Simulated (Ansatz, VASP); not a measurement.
**Pb: VASP beside Ansatz**

Contents of INCAR:

```
  ALGO = Normal
  EDIFF = 1E-7
  ENCUT = 520
  GGA = PS
  ISIF = 2
  ISMEAR = 0
  LASPH = True
  LCHARG = False
  LREAL = False
  LWAVE = False
  NBANDS = 13
  NELM = 100
  PREC = Accurate
  SIGMA = 0.1
```

Contents of KPOINTS:

```
k-points
0
Gamma
  6 6 6
```

File POSCAR:

```
Pb
1.0
   -1.9796595667      1.9796595667      1.9796595667
    1.9796595667     -1.9796595667      1.9796595667
    1.9796595667      1.9796595667     -1.9796595667
Pb
1
Direct
    0.0000000000      0.0000000000      0.0000000000
```

Input for Ansatz:

```yaml
crystal:
  lattice:
    - [-1.9796595667, 1.9796595667, 1.9796595667]
    - [1.9796595667, -1.9796595667, 1.9796595667]
    - [1.9796595667, 1.9796595667, -1.9796595667]
  atoms:
    - { symbol: Pb, position: [0.0, 0.0, 0.0] }
basis:
  ecutwfc: 420
kpoints:
  mp_grid: { grid: [6, 6, 6] }
hamiltonian:
  xc: pbesol
scf:
  occupations: { method: gaussian, width: 0.1 }
output:
  forces: true
  stress: true
  eigenvalues: true
```

Alike in both runs: task single point; functional PBEsol; k mesh 6 × 6 × 6; occupations gaussian, width 0.1 eV; no spin polarisation.

|  | VASP | Ansatz |
| --- | --- | --- |
| version | VASP 6.6.1 | Ansatz 0.2.0 |
| potentials or method | VASP PAW PBE potentials, release 64 (Pb_d), cutoff 520 eV | scalar-relativistic, plane waves, PAW |
| valence electrons in the cell | 14 | 14 |

VASP gave:

| Item | Value |
| --- | --- |
| gap on the k mesh at the Fermi level (eV) | none |
| pressure (GPa) | -2.0 |

Q: Estimate Ansatz's values.

A: gap on the k mesh at the Fermi level (eV): none; pressure (GPa): -1.9.

VASP's potentials were made for PBE, not for PBEsol. A gap of «none» marks a metal or a gap that the smearing closes.

The k mesh is coarse, so the values compare programs but aren't converged. Spin-orbit coupling is off throughout.
